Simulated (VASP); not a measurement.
A run of VASP 6.6.1 is set up as follows.

INCAR

```
  ALGO = Normal
  EDIFF = 1E-6
  EDIFFG = -0.01
  ENCUT = 600
  GGA = CA
  IBRION = 2
  ISIF = 3
  ISMEAR = -1
  LASPH = True
  LCHARG = False
  LREAL = False
  LWAVE = False
  NELM = 60
  NSW = 60
  PREC = Accurate
  SIGMA = 0.05
```

KPOINTS

```
k-points
0
Gamma
  9 9 9
```

POSCAR

```
NbCu
1.0
    0.0000000000      2.5622100000      2.5622100000
    2.5622100000      0.0000000000      2.5622100000
    2.5622100000      2.5622100000      0.0000000000
Nb Cu
1 1
Direct
    0.0000000000      0.0000000000      0.0000000000
    0.5000000000      0.5000000000      0.5000000000
```

Potentials or basis: VASP PAW LDA potentials, release 64 (Nb_sv, Cu).

Run with:

```sh
$ cat potpaw_LDA.64/Nb_sv/POTCAR potpaw_LDA.64/Cu/POTCAR > POTCAR
$ mpirun -np 1 vasp_std > vasp.out
```

Problem. Estimate the relaxed volume.

Solution. 15.78 Å³/atom.

Problem. Predict the relaxed cell.

Solution. a = 3.547 Å, b = 3.547 Å, c = 3.547 Å, α = 60.00°, β = 60.00°, γ = 60.00°.

Problem. What does it give for the band gap on the k mesh?

Solution. Zero (bands 12 and 13 overlap by 2.01 eV).

Problem. What does it give for the space group after relaxing (to 0.1 Å)?

Solution. Fm-3m (No. 225).

Final structure:
```cif
data_structure
_symmetry_space_group_name_H-M 'P 1'
_symmetry_Int_Tables_number 1
_cell_length_a 3.5469
_cell_length_b 3.5469
_cell_length_c 3.5469
_cell_angle_alpha 60.000
_cell_angle_beta 60.000
_cell_angle_gamma 60.000
_cell_volume 31.55
loop_
_atom_site_label
_atom_site_type_symbol
_atom_site_fract_x
_atom_site_fract_y
_atom_site_fract_z
_atom_site_occupancy
Nb1 Nb 0.00000 0.00000 0.00000 1
Cu1 Cu 0.50000 0.50000 0.50000 1
```
